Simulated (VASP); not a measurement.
Wanted: the native input for a VASP 6.6.1 run.

- Task: single point
- Functional: r2SCAN
- Potentials or basis: VASP PAW PBE potentials, release 64 (Si, C)
- Cutoff: 520 eV
- k mesh: 2 × 2 × 2
- Occupations: gaussian, width 0.01 eV
- Spin: no spin polarisation
- Dipole correction: no
- Further INCAR settings: LREAL = Auto; ALGO = Normal; EDIFF = 1e-06; NBANDS = 86

The system is SiC.

```
Si C
1.0
     6.15512    0.00000    0.00000
    -3.07756   -5.33049    0.00000
     0.00000    0.00000  -10.07677
Si C
16 16
Direct
  0.16667 0.33333 0.06216
  0.66667 0.33333 0.06216
  0.16667 0.83333 0.06216
  0.66667 0.83333 0.06216
  0.83333 0.16667 0.56216
  0.33333 0.16667 0.56216
  0.83333 0.66667 0.56216
  0.33333 0.66667 0.56216
  0.00000 0.00000 0.31211
  0.50000 0.00000 0.31211
  0.00000 0.50000 0.31211
  0.50000 0.50000 0.31211
  0.00000 0.50000 0.81211
  0.50000 0.50000 0.81211
  0.00000 0.00000 0.81211
  0.50000 0.00000 0.81211
  0.16667 0.33333 0.25020
  0.66667 0.33333 0.25020
  0.16667 0.83333 0.25020
  0.66667 0.83333 0.25020
  0.83333 0.16667 0.75020
  0.33333 0.16667 0.75020
  0.83333 0.66667 0.75020
  0.33333 0.66667 0.75020
  0.50000 0.00000 0.49954
  0.00000 0.00000 0.49954
  0.50000 0.50000 0.49954
  0.00000 0.50000 0.49954
  0.50000 0.50000 0.99954
  0.00000 0.50000 0.99954
  0.50000 0.00000 0.99954
  0.00000 0.00000 0.99954
```

One way to write it, as run:

POSCAR

```
SiC
1.0
    6.1551186199     -0.0000000058      0.0000000000
   -3.0775593150     -5.3304890853      0.0000000000
    0.0000000000      0.0000000000    -10.0767692094
Si C
16 16
Direct
    0.1666666667      0.3333333333      0.0621623809
    0.6666666667      0.3333333333      0.0621623809
    0.1666666667      0.8333333333      0.0621623809
    0.6666666667      0.8333333333      0.0621623809
    0.8333333333      0.1666666667      0.5621623809
    0.3333333333      0.1666666667      0.5621623809
    0.8333333333      0.6666666667      0.5621623809
    0.3333333333      0.6666666667      0.5621623809
    0.0000000000      0.0000000000      0.3121068174
    0.5000000000      0.0000000000      0.3121068174
    0.0000000000      0.5000000000      0.3121068174
    0.5000000000      0.5000000000      0.3121068174
    0.0000000000      0.5000000000      0.8121068174
    0.5000000000      0.5000000000      0.8121068174
    0.0000000000      1.0000000000      0.8121068174
    0.5000000000      1.0000000000      0.8121068174
    0.1666666667      0.3333333333      0.2501959953
    0.6666666667      0.3333333333      0.2501959953
    0.1666666667      0.8333333333      0.2501959953
    0.6666666667      0.8333333333      0.2501959953
    0.8333333333      0.1666666667      0.7501959953
    0.3333333333      0.1666666667      0.7501959953
    0.8333333333      0.6666666667      0.7501959953
    0.3333333333      0.6666666667      0.7501959953
    0.5000000000      0.0000000000      0.4995358063
    0.0000000000      0.0000000000      0.4995358063
    0.5000000000      0.5000000000      0.4995358063
    0.0000000000      0.5000000000      0.4995358063
    0.5000000000      0.5000000000      0.9995358063
    0.0000000000      0.5000000000      0.9995358063
    0.5000000000      1.0000000000      0.9995358063
    0.0000000000      1.0000000000      0.9995358063
```

INCAR.step1

```
SYSTEM = SiC
PREC = Accurate
ENCUT = 520
ISMEAR = 0
SIGMA = 0.01
LREAL = Auto
LASPH = .TRUE.
NELM = 100
NBANDS = 86
GGA = PE
ALGO = Normal
EDIFF = 1E-4
LWAVE = .TRUE.
LCHARG = .FALSE.
```

INCAR.step2

```
SYSTEM = SiC
PREC = Accurate
ENCUT = 520
EDIFF = 1E-6
ISMEAR = 0
SIGMA = 0.01
LREAL = Auto
LASPH = .TRUE.
NELM = 100
ALGO = Normal
ISIF = 2
LWAVE = .FALSE.
LCHARG = .TRUE.
METAGGA = R2SCAN
LMIXTAU = .TRUE.
LELF = .TRUE.
LVHAR = .TRUE.
NBANDS = 86
ISTART = 1
```

KPOINTS

```
Automatic mesh
0
G
  2 2 2
  0 0 0
```

Potentials or basis: VASP PAW PBE potentials, release 64 (Si, C).

Launch:

```console
$ cat potpaw_PBE.64/Si/POTCAR potpaw_PBE.64/C/POTCAR > POTCAR
$ cp INCAR.step1 INCAR
$ mpirun -np 1 vasp_std > vasp.out
$ cp INCAR.step2 INCAR
$ mpirun -np 1 vasp_std > vasp.out
```

It gave:

The pressure is 0.0 GPa. The largest force is 0.046 eV/Å and the band gap on the k mesh is 2.59 eV.

Caveat: the k points lie up to 0.59 Å⁻¹ apart; the PAW data sets were made with another functional, which shifts forces and pressure a little.

Wall time 6.1 min on 1 thread of Intel(R) Xeon(R) 6975P-C (Granite Rapids), on a shared host, peak memory 0.51 GiB.
